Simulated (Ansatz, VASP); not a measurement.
SnO2: VASP beside Ansatz

```
CELL_PARAMETERS angstrom
4.68998 0.00000 0.00000
0.00000 4.68998 0.00000
0.00000 0.00000 3.18640
ATOMIC_POSITIONS crystal
Sn 0.00000 0.00000 0.00000
Sn 0.50000 0.50000 0.50000
O 0.30562 0.30562 0.00000
O 0.19438 0.80562 0.50000
O 0.69438 0.69438 0.00000
O 0.80562 0.19438 0.50000
```

Change from the starting cell: equal xx and yy strain of -1 %.

Alike in both runs: task single point; functional LDA; k mesh 4 × 4 × 6; occupations fermi-dirac, width 0.03 eV; no spin polarisation.

|  | VASP | Ansatz |
| --- | --- | --- |
| version | VASP 6.6.1 | Ansatz 0.2.0 |
| potentials or method | VASP PAW LDA potentials, release 64 (Sn_d, O), cutoff 520 eV | all-electron LAPW, scalar-relativistic |

|  | VASP | Ansatz | Ansatz less VASP |
| --- | --- | --- | --- |
| gap on the k mesh at the Fermi level (eV) | 1.35 | 1.32 | -0.032 |
| pressure (GPa) | 4.2 | 3.1 | -1.02 |
| traceless stress, the component that is largest in VASP (GPa) | -0.12 | -0.39 | -0.270 |
| rms of the force components (eV/Å) | 0.014 | 0.023 | +0.0093 |

LDA's correlation is that of Perdew and Zunger in VASP and of Perdew and Wang (1992) in Ansatz. Atom by atom the forces differ by 0.009 eV/Å (rms over components). Ansatz ran all-electron here, and VASP with PAW potentials.
